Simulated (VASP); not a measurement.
# TiO2 (R-3m) in VASP: single point with PBEsol

Aim: the single point of TiO2 with PBEsol.

All numbers are computed with VASP 6.6.1; they aren't measurements. Logs are shortened: lines on timing, memory, paths and dates and some standing lists are left out, and cuts for length are marked.

## (1) The cell of the first run

The structure is trigonal, space group R-3m (No. 166). The conventional cell has a = 2.995 Å, b = 2.995 Å, c = 20.945 Å, α = 90.00°, β = 90.00°, γ = 120.00°. Ti (site symmetry -3m) has 6 O at 1.98 Å within 2.6 Å. Within 2.6 Å of O (site symmetry 3m) lie 3 Ti at 1.98 Å and 3 O at 2.60 Å.

## (2) Single point, PBEsol

INCAR

```
SYSTEM = TiO2
  PREC = Accurate
  ENCUT = 520
  EDIFF = 1E-6
  ISMEAR = 0
  SIGMA = 0.01
  LREAL = .FALSE.
  LASPH = .TRUE.
  NELM = 80
  ALGO = Normal
  ISIF = 2
  LWAVE = .FALSE.
  LCHARG = .FALSE.
  GGA = PS
  NBANDS = 19
```

KPOINTS

```
regular mesh
0
G
  8 8 8
  0 0 0
```

POSCAR

```
TiO2
1.0
    7.1924470000      0.0000000000      0.0000000000
    6.5690148859      2.9290505761      0.0000000000
    6.5690148859      1.3981782601      2.5737977446
Ti O
1 2
Direct
    0.0000000000      0.0000000000      0.0000000000
    0.6204670000      0.6204670000      0.6204670000
    0.3795330000      0.3795330000      0.3795330000
```

Potentials or basis: VASP PAW PBE potentials, release 64 (Ti_sv, O).

Started as:

```
$ cat potpaw_PBE.64/Ti_sv/POTCAR potpaw_PBE.64/O/POTCAR > POTCAR
$ mpirun -np 1 vasp_std > vasp.out
```

OUTCAR:

```text
SYSTEM = TiO2
   PREC = Accurate
   ENCUT = 520
   EDIFF = 1E-6
   ISMEAR = 0
   LREAL = .FALSE.
   LASPH = .TRUE.
   NELM = 80
   ISIF = 2
   GGA = PS

 ion  position               nearest neighbor table
   1  0.000  0.000  0.000-   2 1.98   3 1.98   2 1.98   3 1.98   2 1.98   3 1.98
   2  0.620  0.620  0.620-   1 1.98   1 1.98   1 1.98
   3  0.380  0.380  0.380-   1 1.98   1 1.98   1 1.98

  LATTYP: Found a trigonal (rhomboedric) cell.
 ALAT       =     7.1924470000
 COS(alpha) =     0.9133212780

  Lattice vectors:

 A1 = (   7.1924470000,   0.0000000000,   0.0000000000)
 A2 = (   6.5690148859,   2.9290505761,   0.0000000000)
 A3 = (   6.5690148859,   1.3981782601,   2.5737977446)

Analysis of symmetry for initial positions (statically):
=====================================================================
 Subroutine PRICEL returns:
 Original cell was already a primitive cell.

 Routine SETGRP: Setting up the symmetry group for a
 trigonal (rhombohedral) supercell.

 Subroutine GETGRP returns: Found 12 space group operations
 (whereof 12 operations were pure point group operations)
 out of a pool of 12 trial point group operations.

The static configuration has the point symmetry D_3d.

Analysis of symmetry for dynamics (positions and initial velocities):
=====================================================================
 Subroutine PRICEL returns:
 Original cell was already a primitive cell.

 Routine SETGRP: Setting up the symmetry group for a
 trigonal (rhombohedral) supercell.

 Subroutine GETGRP returns: Found 12 space group operations
 (whereof 12 operations were pure point group operations)
 out of a pool of 12 trial point group operations.

The dynamic configuration has the point symmetry D_3d.

 Subroutine INISYM returns: Found 12 space group operations
 (whereof 12 operations are pure point group operations),
 and found     1 'primitive' translations

----------------------------------------------------------------------------------------

                                     Primitive cell

  volume of cell :      54.2223

  direct lattice vectors                    reciprocal lattice vectors
     7.192447000  0.000000000  0.000000000     0.139034740 -0.311814786 -0.185464699
     6.569014886  2.929050576  0.000000000     0.000000000  0.341407556 -0.185464699
     6.569014886  1.398178260  2.573797745     0.000000000  0.000000000  0.388530918

[... 71 lines left out ...]
   dimension x,y,z NGXF=   108 NGYF=  108 NGZF=  108
   ions per type =               1   2
   NGX,Y,Z   is equivalent  to a cutoff of  12.48, 12.48, 12.48 a.u.
   NGXF,Y,Z  is equivalent  to a cutoff of  24.96, 24.96, 24.96 a.u.
 SYSTEM =  TiO2
   PREC   = accura    normal or accurate (medium, high low for compatibility)
   ISTART =      0    job   : 0-new  1-cont  2-samecut
   ICHARG =      2    charge: 1-file 2-atom 10-const
   ISPIN  =      1    spin polarized calculation?
   LNONCOLLINEAR =      F non collinear calculations
   LSORBIT =      F    spin-orbit coupling
   LASPH  =      T    aspherical Exc in radial PAW
   ENCUT  =  520.0 eV  38.22 Ry    6.18 a.u.  13.37 13.37 13.37*2*pi/ulx,y,z
   NELM   =     80;   NELMIN=  2; NELMDL= -5     # of ELM steps
   EDIFF  = 0.1E-05   stopping-criterion for ELM
   LREAL  =      F    real-space projection
[... 7 lines left out ...]
   TEBEG  =    0.0;   TEEND  =   0.0 temperature during run
   PSTRESS=    0.0 pullay stress
   NELECT =      24.0000    total number of electrons
   NUPDOWN=      -1.0000    fix difference up-down
   EMIN   =  10.00;   EMAX   =-10.00  energy-range for DOS
   EFERMI =   0.00;   METHOD = LEGACY
   ISMEAR =     0;   SIGMA  =   0.01  broadening in eV -4-tet -1-fermi 0-gaus
   EFERMI_NEDOS =   21; number of points for ismear=-14 and -15
   IALGO  =     38    algorithm
   IMIX   =      4    mixing-type and parameters
     AMIX     =   0.40;   BMIX     =  1.00
     AMIX_MAG =   1.60;   BMIX_MAG =  1.00
  volume/ion in A,a.u.               =      18.07       121.97
  Fermi-wavevector in a.u.,A,eV,Ry     =   1.247630  2.357679 21.178576  1.556581
  Thomas-Fermi vector in A             =   2.381754
   LORBIT       =      0    0 simple, 1 ext, 2 COOP (PROOUT), +10 PAW based schemes
   GGA     = PS    functional components
   LHFCALC =     F    Hartree Fock is set to
   AEXX    =    0.0000 exact exchange contribution
   IVDW    =     0    specifies the selected vdW correction
   LEPSILON=     F    determine dielectric tensor
   LRPA    =     F    only Hartree local field effects (RPA)
 non-spin polarized calculation
 Gauss-broadening in eV      SIGMA  =   0.01
  energy-cutoff  :      520.00
  volume of cell :       54.22
 maximum number of plane-waves:      1507
 NGX is ok and might be reduce to    54
   NGX = 27   NGY = 27   NGZ = 27

 number of electron      24.0000006 magnetization

 Free energy of the ion-electron system (eV)
  ---------------------------------------------------
  ext. energy  EPLUGINS =         0.00000000
  ---------------------------------------------------
  free energy    TOTEN  =       -27.63114993 eV

  energy without entropy =      -27.63114993  energy(sigma->0) =      -27.63114993

 E-fermi :  -1.0124     XC(G=0):  -7.7381

 val. band max:       -1.1975489468   @ k =  -0.1250   0.1250  -0.0000
 cond. band min:       1.4604289688   @ k =   0.0000   0.0000   0.0000
 fundamental gap:      2.6579779156
 Fermi energy:        -1.0124063725

 k-point     1 :       0.0000    0.0000    0.0000
  band No.  band energies     occupation
      1     -57.3064      2.00000
      2     -33.6783      2.00000
      3     -33.3972      2.00000
      4     -33.3972      2.00000
      5     -18.5073      2.00000
      6     -16.7246      2.00000
[... 505 lines left out ...]
      6     -17.0354      2.00000
[... 11 lines left out ...]
     18       7.6010      0.00000
     19      10.2993      0.00000

 [... further k-points ...]
[... 5 lines left out ...]
  --------------------------------------------------------------------------------------
  -------------------------------------------------------------------------------------
  Total       -0.8385180     -1.5337225     -1.5550408      0.1549920      0.0196217      0.0921879
  in kB      -24.7767874    -45.3189047    -45.9488268      4.5797507      0.5797873      2.7239955
  external PRESSURE =     -38.6815063 kB  Pullay stress =       0.0000000 kB

 VOLUME and BASIS-vectors are now :
 -----------------------------------------------------------------------------
  energy-cutoff  :      520.00
  volume of cell :       54.22
      direct lattice vectors                 reciprocal lattice vectors
     7.192447000  0.000000000  0.000000000     0.139034740 -0.311814786 -0.185464699
     6.569014886  2.929050576  0.000000000     0.000000000  0.341407556 -0.185464699
     6.569014886  1.398178260  2.573797745     0.000000000  0.000000000  0.388530918

 POSITION                                       TOTAL-FORCE (eV/Angst)
 -----------------------------------------------------------------------------------
      0.00000      0.00000      0.00000        -0.000000     -0.000000      0.000000
     12.61439      2.68490      1.59696         0.373798      0.079561      0.047322
      7.71609      1.64233      0.97684        -0.373798     -0.079561     -0.047322
 -----------------------------------------------------------------------------------
    total drift:                               -0.000000     -0.000000     -0.000000

  FREE ENERGIE OF THE ION-ELECTRON SYSTEM (eV)
  ---------------------------------------------------
  free  energy   TOTEN  =       -27.6311499327 eV

  energy  without entropy=      -27.6311499327  energy(sigma->0) =      -27.63114993
```

stdout:

```text
POSCAR found type information on POSCAR TiO
 POSCAR found :  2 types and       3 ions
 scaLAPACK will be used
 -----------------------------------------------------------------------------
|                                                                             |
|                                                                             |
|     You enforced a specific xc type in the INCAR file but a different       |
|     I HOPE YOU KNOW WHAT YOU ARE DOING!                                     |
|                                                                             |
 -----------------------------------------------------------------------------

 LDA part: xc-table for (Slater+PW92), standard interpolation
 POSCAR, INCAR and KPOINTS ok, starting setup
 FFT: planning ... GRIDC
 FFT: planning ... GRID_SOFT
 FFT: planning ... GRID
 WAVECAR not read
 entering main loop
```

Wall time 4.3 min (1 thread of Intel Xeon 6975P-C (Granite Rapids), shared host); peak memory 0.4 GiB.

What came out:

- Free energy: -27.6311 eV
- Pressure: -3.9 GPa
- Largest force: 0.385 eV/Å
- Band gap on the k mesh: 2.66 eV, indirect (least direct gap 2.83 eV)

Forces in eV/Å, atoms in the order of the input:
```
Ti   0.000  0.000  0.000
O    0.374  0.080  0.047
O   -0.374 -0.080 -0.047
```

Stress tensor (GPa, compression positive):
```
-2.48  0.46  0.27
 0.46 -4.53  0.06
 0.27  0.06 -4.59
```

Levels at points of the mesh, in eV from the valence-band top:
| k point | band 10 | band 11 | band 12 | band 13 | band 14 | band 15 |
| --- | --- | --- | --- | --- | --- | --- |
| (0.00, 0.00, 0.00) | -0.60 | -0.17 | -0.17 | 2.66 | 2.66 | 4.37 |
| (0.50, 0.00, 0.00) | -1.67 | -1.20 | -0.64 | 2.91 | 3.70 | 3.77 |
| (0.50, 0.50, 0.00) | -1.68 | -1.20 | -0.63 | 2.91 | 3.70 | 3.77 |
| (0.50, 0.50, 0.50) | -0.66 | -0.17 | -0.17 | 2.66 | 2.66 | 4.38 |

Caveat: the PAW data sets were made with another functional, which shifts forces and pressure a little. A k mesh can miss the band edges.
